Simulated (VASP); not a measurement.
Crystal: TePt (wurtzite type).

```
Pt Te
1.0
     4.47671    0.00000    0.00000
    -2.23836    3.87695    0.00000
     0.00000    0.00000    7.29704
Pt Te
2 2
Direct
  0.33333 0.66667 0.00000
  0.66667 0.33333 0.50000
  0.33333 0.66667 0.37600
  0.66667 0.33333 0.87600
```

```yaml
Program: VASP 6.6.1
Task: relaxation of cell and atoms
Functional: PBE
Potentials_or_basis: VASP PAW PBE potentials, release 64 (Pt, Te)
Cutoff: 600 eV
k_mesh: 9 × 9 × 5
Occupations: fermi-dirac, width 0.03 eV
Spin: no spin polarisation
```

At the start: pressure -8.1 GPa; volume 31.66 Å³/atom.

**Question.** Where does the relaxation end?

**Answer.** Over 24 steps the energy falls by 126.9 meV/atom and the volume is 27.16 Å³/atom (-14.2 %); space group P6_3mc (No. 186, to 0.05 Å).

The path:
| step | energy change (eV) | largest force (eV/Å) | pressure (GPa) | volume (Å³) |
| --- | --- | --- | --- | --- |
| 1 | 0.0000 | 0.0499 | -8.11 | 126.65 |
| 2 | -0.1484 | 0.0408 | 11.14 | 99.49 |
| 3 | -0.4838 | 0.0309 | -0.16 | 110.40 |
| 4 | -0.4839 | 0.0295 | 0.08 | 110.09 |
| 5 | -0.4840 | 0.0043 | -0.07 | 110.28 |
| 6 | -0.4840 | 0.0106 | -0.03 | 110.23 |
| 7 | -0.4840 | 0.0099 | -0.03 | 110.23 |
| 8 | -0.4840 | 0.0040 | 0.01 | 110.18 |
| 9 | -0.4840 | 0.0021 | 0.01 | 110.16 |
| 10 | -0.4841 | 0.0030 | 0.02 | 110.15 |
| 11 | -0.4841 | 0.0059 | 0.04 | 110.14 |
| 12 | -0.4843 | 0.0119 | 0.06 | 110.10 |
| 13 | -0.4848 | 0.0241 | 0.09 | 110.02 |
| 14 | -0.4865 | 0.0472 | 0.15 | 109.87 |
| 15 | -0.4914 | 0.0774 | 0.22 | 109.52 |
| 16 | -0.5050 | 0.0785 | 0.22 | 108.73 |
| 17 | -0.4536 | 0.0361 | -0.07 | 106.72 |
| 18 | -0.5076 | 0.0198 | 0.17 | 108.43 |
| 19 | -0.5076 | 0.0142 | 0.11 | 108.47 |
| 20 | -0.5076 | 0.0144 | 0.12 | 108.46 |
| 21 | -0.5077 | 0.0117 | 0.10 | 108.50 |
| 22 | -0.5077 | 0.0038 | 0.04 | 108.59 |
| 23 | -0.5077 | 0.0121 | -0.08 | 108.77 |
| 24 | -0.5077 | 0.0011 | 0.00 | 108.64 |

Final structure:
```
Pt Te
1.0
     4.11409    0.00000    0.00000
    -2.05705    3.56291    0.00000
     0.00000    0.00000    7.41163
Pt Te
2 2
Cartesian
  0.0000 2.3753 0.0789
  2.0570 1.1876 3.7847
  0.0000 2.3753 2.7079
  2.0570 1.1876 6.4137
```
